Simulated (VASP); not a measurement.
# CoO (F-43m) in VASP: a series of runs

CoO is run at these levels: PBEsol+U; tasks: single point.

Program: VASP 6.6.1. These are calculated values, not measurements. Logs are shortened: lines on timing, memory, paths and dates and some standing lists are left out, and cuts for length are marked.

### 1 The cell of the first run

Symmetry: F-43m, No. 216, cubic system. Conventional cell: a = 4.349 Å, b = 4.349 Å, c = 4.349 Å, α = 90.00°, β = 90.00°, γ = 90.00°. Within 2.5 Å of Co (site symmetry -43m) lie 4 O at 1.88 Å. O (site symmetry -43m) has 4 Co at 1.88 Å within 2.5 Å.

### 2 Single point, PBEsol+U, collinear spin, ferromagnetic start

Input file INCAR:

```
  PREC = Accurate
  ENCUT = 520
  EDIFF = 1E-6
  ISMEAR = 0
  SIGMA = 0.05
  LREAL = F
  LASPH = T
  NELM = 150
  ALGO = Normal
  ISIF = 2
  LWAVE = F
  LCHARG = F
  ISPIN = 2
  MAGMOM = 3 0
  LORBIT = 11
  LMAXMIX = 4
  LDAU = T
  LDAUTYPE = 2
  LDAUL = 2 -1
  LDAUU = 3 0
  LDAUJ = 0 0
  LDAUPRINT = 1
  GGA = PS
  NBANDS = 18
```

Input file KPOINTS:

```
regular mesh
0
Gamma
  16 16 16
```

Input file POSCAR:

```
CoO
1.0
    0.0000000000      2.1744804960      2.1744804960
    2.1744804960      0.0000000000      2.1744804960
    2.1744804960      2.1744804960      0.0000000000
Co O
1 1
Direct
    0.0000000000      0.0000000000      0.0000000000
    0.2500000000      0.2500000000      0.2500000000
```

Potentials or basis: VASP PAW PBE potentials, release 64 (Co, O).

Launch:

```console
$ cat potpaw_PBE.64/Co/POTCAR potpaw_PBE.64/O/POTCAR > POTCAR
$ mpirun -np 1 vasp_std > vasp.out
```

OUTCAR:

```text
PREC = Accurate
   ENCUT = 520
   EDIFF = 1E-6
   ISMEAR = 0
   LREAL = F
   LASPH = T
   NELM = 150
   ISIF = 2
   ISPIN = 2
   LORBIT = 11
   GGA = PS

 ion  position               nearest neighbor table
   1  0.000  0.000  0.000-   2 1.88   2 1.88   2 1.88   2 1.88
   2  0.250  0.250  0.250-   1 1.88   1 1.88   1 1.88   1 1.88

  LATTYP: Found a face centered cubic cell.
 ALAT       =     4.3489609920

  Lattice vectors:

 A1 = (   0.0000000000,   2.1744804960,   2.1744804960)
 A2 = (   2.1744804960,   0.0000000000,   2.1744804960)
 A3 = (   2.1744804960,   2.1744804960,   0.0000000000)

Analysis of symmetry for initial positions (statically):
=====================================================================
 Subroutine PRICEL returns:
 Original cell was already a primitive cell.

 Routine SETGRP: Setting up the symmetry group for a
 face centered cubic supercell.

 Subroutine GETGRP returns: Found 24 space group operations
 (whereof 24 operations were pure point group operations)
 out of a pool of 48 trial point group operations.

The static configuration has the point symmetry T_d .

Analysis of symmetry for dynamics (positions and initial velocities):
=====================================================================
 Subroutine PRICEL returns:
 Original cell was already a primitive cell.

 Routine SETGRP: Setting up the symmetry group for a
 face centered cubic supercell.

 Subroutine GETGRP returns: Found 24 space group operations
 (whereof 24 operations were pure point group operations)
 out of a pool of 48 trial point group operations.

The dynamic configuration has the point symmetry T_d .

Analysis of structural, dynamic, and magnetic symmetry:
=====================================================================
 Subroutine PRICEL returns:
 Original cell was already a primitive cell.

 Routine SETGRP: Setting up the symmetry group for a
 face centered cubic supercell.

 Subroutine GETGRP returns: Found 24 space group operations
 (whereof 24 operations were pure point group operations)
 out of a pool of 48 trial point group operations.

The overall configuration has the point symmetry T_d .

 Subroutine INISYM returns: Found 24 space group operations
 (whereof 24 operations are pure point group operations),
 and found     1 'primitive' translations

----------------------------------------------------------------------------------------

                                     Primitive cell

  volume of cell :      20.5635

  direct lattice vectors                    reciprocal lattice vectors
     0.000000000  2.174480496  2.174480496    -0.229939979  0.229939979  0.229939979
     2.174480496  0.000000000  2.174480496     0.229939979 -0.229939979  0.229939979
     2.174480496  2.174480496  0.000000000     0.229939979  0.229939979 -0.229939979

  length of vectors
     3.075179809  3.075179809  3.075179809     0.398267727  0.398267727  0.398267727

  position of ions in fractional coordinates (direct lattice)
     0.000000000  0.000000000  0.000000000
     0.250000000  0.250000000  0.250000000

  ion indices of the primitive-cell ions
   primitive index   ion index
                 1           1
                 2           2

----------------------------------------------------------------------------------------

 KPOINTS: regular mesh

Automatic generation of k-mesh.
 Grid dimensions read from file:
[... 57 lines left out ...]
   ISTART =      0    job   : 0-new  1-cont  2-samecut
   ICHARG =      2    charge: 1-file 2-atom 10-const
   ISPIN  =      2    spin polarized calculation?
   LNONCOLLINEAR =      F non collinear calculations
   LSORBIT =      F    spin-orbit coupling
   LASPH  =      T    aspherical Exc in radial PAW
   ENCUT  =  520.0 eV  38.22 Ry    6.18 a.u.   5.72  5.72  5.72*2*pi/ulx,y,z
   NELM   =    150;   NELMIN=  2; NELMDL= -5     # of ELM steps
   EDIFF  = 0.1E-05   stopping-criterion for ELM
   LREAL  =      F    real-space projection
   EDIFFG = 0.1E-04   stopping-criterion for IOM
   NSW    =      0    number of steps for IOM
   IBRION =     -1    ionic relax: 0-MD 1-quasi-New 2-CG
   NFREE  =      0    steps in history (QN), initial steepest desc. (CG)
   ISIF   =      2    stress and relaxation
   ISYM   =      2    0-nonsym 1-usesym 2-fastsym
   POTIM  = 0.5000    time-step for ionic-motion
   TEBEG  =    0.0;   TEEND  =   0.0 temperature during run
   PSTRESS=    0.0 pullay stress
   NELECT =      15.0000    total number of electrons
   NUPDOWN=      -1.0000    fix difference up-down
   EMIN   =  10.00;   EMAX   =-10.00  energy-range for DOS
   EFERMI =   0.00;   METHOD = LEGACY
   ISMEAR =     0;   SIGMA  =   0.05  broadening in eV -4-tet -1-fermi 0-gaus
   EFERMI_NEDOS =   21; number of points for ismear=-14 and -15
   IALGO  =     38    algorithm
   IMIX   =      4    mixing-type and parameters
     AMIX     =   0.40;   BMIX     =  1.00
     AMIX_MAG =   1.60;   BMIX_MAG =  1.00
  volume/ion in A,a.u.               =      10.28        69.38
  Fermi-wavevector in a.u.,A,eV,Ry     =   1.473691  2.784872 29.548655  2.171765
  Thomas-Fermi vector in A             =   2.588553
   LORBIT       =     11    0 simple, 1 ext, 2 COOP (PROOUT), +10 PAW based schemes
 LDA+U is selected, type is set to LDAUTYPE =  2
   angular momentum for each species LDAUL =     2   -1
   U (eV)           for each species LDAUU =   3.0  0.0
   J (eV)           for each species LDAUJ =   0.0  0.0
   GGA     = PS    functional components
   LHFCALC =     F    Hartree Fock is set to
   AEXX    =    0.0000 exact exchange contribution
   IVDW    =     0    specifies the selected vdW correction
   LEPSILON=     F    determine dielectric tensor
   LRPA    =     F    only Hartree local field effects (RPA)
 spin polarized calculation
 Gauss-broadening in eV      SIGMA  =   0.05
  energy-cutoff  :      520.00
  volume of cell :       20.56
 maximum number of plane-waves:       568
   NGX = 11   NGY = 11   NGZ = 11

atom =   1  type =  1  l = 2

 onsite density matrix

spin component  1

  0.9916  0.0000  0.0000 -0.0000 -0.0000
  0.0000  0.9916  0.0000  0.0000 -0.0000
  0.0000  0.0000  0.9737 -0.0000 -0.0000
 -0.0000  0.0000 -0.0000  0.9916 -0.0000
 -0.0000 -0.0000 -0.0000 -0.0000  0.9737

spin component  2

  0.1858  0.0000 -0.0000  0.0000  0.0000
  0.0000  0.1858  0.0000 -0.0000  0.0000
 -0.0000  0.0000  0.9282  0.0000  0.0000
  0.0000 -0.0000  0.0000  0.1858  0.0000
  0.0000  0.0000  0.0000  0.0000  0.9282

 occupancies and eigenvectors

  o =  0.1858  v =  0.0000  0.0000  0.0000  0.0000  0.0000  1.0000  0.0000  0.0000  0.0000  0.0000      0.0000  0.0000  0.0000  0.0000  0.0000  0.0000  0.0000  0.0000  0.0000  0.0000
  o =  0.1858  v =  0.0000  0.0000  0.0000  0.0000  0.0000  0.0000  0.9994  0.0000 -0.0345 -0.0000      0.0000  0.0000  0.0000  0.0000  0.0000  0.0000  0.0000  0.0000  0.0000  0.0000
  o =  0.1858  v =  0.0000  0.0000  0.0000  0.0000  0.0000  0.0000 -0.0345  0.0000 -0.9994  0.0000      0.0000  0.0000  0.0000  0.0000  0.0000  0.0000  0.0000  0.0000  0.0000  0.0000
  o =  0.9282  v =  0.0000  0.0000  0.0000  0.0000  0.0000  0.0000 -0.0000  0.7435  0.0000 -0.6688      0.0000  0.0000  0.0000  0.0000  0.0000  0.0000  0.0000  0.0000  0.0000  0.0000
  o =  0.9282  v =  0.0000  0.0000  0.0000  0.0000  0.0000  0.0000  0.0000 -0.6688  0.0000 -0.7435      0.0000  0.0000  0.0000  0.0000  0.0000  0.0000  0.0000  0.0000  0.0000  0.0000
  o =  0.9737  v =  0.0000  0.0000 -0.9531 -0.0000 -0.3025  0.0000  0.0000  0.0000  0.0000  0.0000      0.0000  0.0000  0.0000  0.0000  0.0000  0.0000  0.0000  0.0000  0.0000  0.0000
  o =  0.9737  v =  0.0000 -0.0000  0.3025  0.0000 -0.9531  0.0000  0.0000  0.0000  0.0000  0.0000      0.0000  0.0000  0.0000  0.0000  0.0000  0.0000  0.0000  0.0000  0.0000  0.0000
  o =  0.9916  v =  1.0000  0.0000  0.0000  0.0000  0.0000  0.0000  0.0000  0.0000  0.0000  0.0000      0.0000  0.0000  0.0000  0.0000  0.0000  0.0000  0.0000  0.0000  0.0000  0.0000
  o =  0.9916  v =  0.0000  0.0216  0.0000 -0.9998 -0.0000  0.0000  0.0000  0.0000  0.0000  0.0000      0.0000  0.0000  0.0000  0.0000  0.0000  0.0000  0.0000  0.0000  0.0000  0.0000
  o =  0.9916  v =  0.0000 -0.9998 -0.0000 -0.0216 -0.0000  0.0000  0.0000  0.0000  0.0000  0.0000      0.0000  0.0000  0.0000  0.0000  0.0000  0.0000  0.0000  0.0000  0.0000  0.0000

 number of electron      14.9999997 magnetization       2.9251670

 Free energy of the ion-electron system (eV)
  ---------------------------------------------------
  ext. energy  EPLUGINS =         0.00000000
  ---------------------------------------------------
  free energy    TOTEN  =       -12.72888517 eV

  energy without entropy =      -12.72793087  energy(sigma->0) =      -12.72840802

 E-fermi :   6.9898     XC(G=0): -11.9832

 val. band max:        6.9783812420   @ k =   0.1250   0.0625   0.0000
 cond. band min:       6.9918775577   @ k =  -0.3125   0.4375   0.1250
 fundamental gap:      0.0134963156
 Fermi energy:         6.9897647411

 spin component 1

 k-point     1 :       0.0000    0.0000    0.0000
  band No.  band energies     occupation
      1     -13.2743      1.00000
      2      -0.3386      1.00000
      3      -0.3386      1.00000
      4      -0.3386      1.00000
      5       3.6774      1.00000
      6       3.6774      1.00000
[... 1001 lines left out ...]
     17      30.5826      0.00000
     18      32.1468      0.00000

 [... further k-points ...]
[... 5 lines left out ...]
  --------------------------------------------------------------------------------------
  -------------------------------------------------------------------------------------
  Total        2.8156664      2.8156664      2.8156664      0.0000000      0.0000000      0.0000000
  in kB      219.3790936    219.3790936    219.3790936      0.0000000      0.0000000      0.0000000
  external PRESSURE =     219.3790936 kB  Pullay stress =       0.0000000 kB

 VOLUME and BASIS-vectors are now :
 -----------------------------------------------------------------------------
  energy-cutoff  :      520.00
  volume of cell :       20.56
      direct lattice vectors                 reciprocal lattice vectors
     0.000000000  2.174480496  2.174480496    -0.229939979  0.229939979  0.229939979
     2.174480496  0.000000000  2.174480496     0.229939979 -0.229939979  0.229939979
     2.174480496  2.174480496  0.000000000     0.229939979  0.229939979 -0.229939979

 POSITION                                       TOTAL-FORCE (eV/Angst)
 -----------------------------------------------------------------------------------
      0.00000      0.00000      0.00000        -0.000000     -0.000000     -0.000000
      1.08724      1.08724      1.08724         0.000000      0.000000      0.000000
 -----------------------------------------------------------------------------------
    total drift:                                0.000000      0.000000      0.000000

  FREE ENERGIE OF THE ION-ELECTRON SYSTEM (eV)
  ---------------------------------------------------
  free  energy   TOTEN  =       -12.7288851722 eV

  energy  without entropy=      -12.7279308683  energy(sigma->0) =      -12.72840802

 total charge

# of ion       s       p       d       tot
------------------------------------------
    1        0.402   0.562   7.302   8.265
    2        1.545   3.516   0.000   5.061
--------------------------------------------------
tot          1.947   4.078   7.302  13.327

 magnetization (x)

# of ion       s       p       d       tot
------------------------------------------
    1        0.019   0.067   2.508   2.594
    2        0.018   0.216   0.000   0.234
--------------------------------------------------
tot          0.037   0.283   2.508   2.828
```

It took 74 s on 1 thread of Intel Xeon 6975P-C, shared host; peak memory 0.21 GiB.

Results:

```yaml
Free_energy: -12.7289 eV
Pressure: 21.9 GPa
Net_moment: 2.93 μB per cell
Site_moments: Co +2.59; O +0.23 μB
Valence_electrons_inside_the_program's_atomic_spheres: Co 8.27; O 5.06
```

Eigenvalues of the final occupation matrices:
| site | spin | trace | eigenvalues |
| --- | --- | --- | --- |
| site 1 d | 1 | 4.92 | 0.97 0.97 0.99 0.99 0.99 |
| site 1 d | 2 | 2.41 | 0.19 0.19 0.19 0.93 0.93 |

Caveat: the PAW data sets were made with another functional, which shifts forces and pressure a little; a cell with one magnetic atom can't hold antiferromagnetic order, which such compounds often take.

### 3 Single point, PBEsol+U, collinear spin, ferromagnetic start

Input file INCAR:

```
ALGO = Normal
EDIFF = 1E-6
ENCUT = 520
GGA = PS
ISIF = 2
ISMEAR = 0
ISPIN = 2
LASPH = True
LCHARG = False
LDAU = True
LDAUJ = 0 0
LDAUL = 2 -1
LDAUPRINT = 1
LDAUTYPE = 2
LDAUU = 5 0
LMAXMIX = 4
LORBIT = 11
LREAL = False
LWAVE = False
MAGMOM = 3 0
NBANDS = 18
NELM = 150
PREC = Accurate
SIGMA = 0.05
```

Input file KPOINTS:

```
k-points
0
Gamma
  16 16 16
```

POSCAR is that of step 2.

Potentials or basis: VASP PAW PBE potentials, release 64 (Co, O).

Launch:

```console
$ cat potpaw_PBE.64/Co/POTCAR potpaw_PBE.64/O/POTCAR > POTCAR
$ mpirun -np 1 vasp_std > vasp.out
```

Run time: 64 s. Hardware: 1 thread of Intel Xeon 6975P-C, shared host; peak memory 0.21 GiB.

The run converged. Its results:

- Free energy: -12.2016 eV
- Pressure: 26.3 GPa
- Band gap on the k mesh: 0.72 eV, direct
- Net moment: 3.00 μB per cell
- Site moments: Co +2.74; O +0.18 μB
- Valence electrons inside the program's atomic spheres: Co 8.28; O 5.08

Levels at points of the mesh, in eV from the valence-band top:
Spin up:
```tsv
k point	band 5	band 6	band 7	band 8	band 9	band 10	band 11	band 12	band 13	band 14
(0.00, 0.00, 0.00)	-4.10	-4.10	0.00	0.00	0.00	0.72	15.31	15.31	15.31	20.40
(0.50, 0.00, 0.00)	-4.54	-4.12	-4.12	-0.94	-0.94	6.52	7.70	14.07	14.07	18.48
(0.50, 0.50, 0.00)	-5.31	-3.73	-2.85	-2.85	-2.56	5.06	10.91	11.97	15.56	15.56
```
Spin down:
| k point | band 2 | band 3 | band 4 | band 5 | band 6 | band 7 | band 8 | band 9 | band 10 | band 11 |
| --- | --- | --- | --- | --- | --- | --- | --- | --- | --- | --- |
| (0.00, 0.00, 0.00) | -4.24 | -4.24 | -4.24 | -2.35 | -2.34 | 1.49 | 5.01 | 5.01 | 5.01 | 15.89 |
| (0.50, 0.00, 0.00) | -6.53 | -4.63 | -4.63 | -1.53 | -1.53 | 2.42 | 3.97 | 3.97 | 7.17 | 9.31 |
| (0.50, 0.50, 0.00) | -7.17 | -4.05 | -4.05 | -1.93 | -1.09 | 0.73 | 3.33 | 3.33 | 8.01 | 11.34 |

Eigenvalues of the final occupation matrices:
| site | spin | trace | eigenvalues |
| --- | --- | --- | --- |
| site 1 d | 1 | 5.00 | 0.98 0.98 1.01 1.01 1.01 |
| site 1 d | 2 | 2.34 | 0.14 0.14 0.14 0.96 0.96 |

Caveat: the PAW data sets were made with another functional, which shifts forces and pressure a little; a cell with one magnetic atom can't hold antiferromagnetic order, which such compounds often take. The state reached can hang on the start; a lower one may exist.
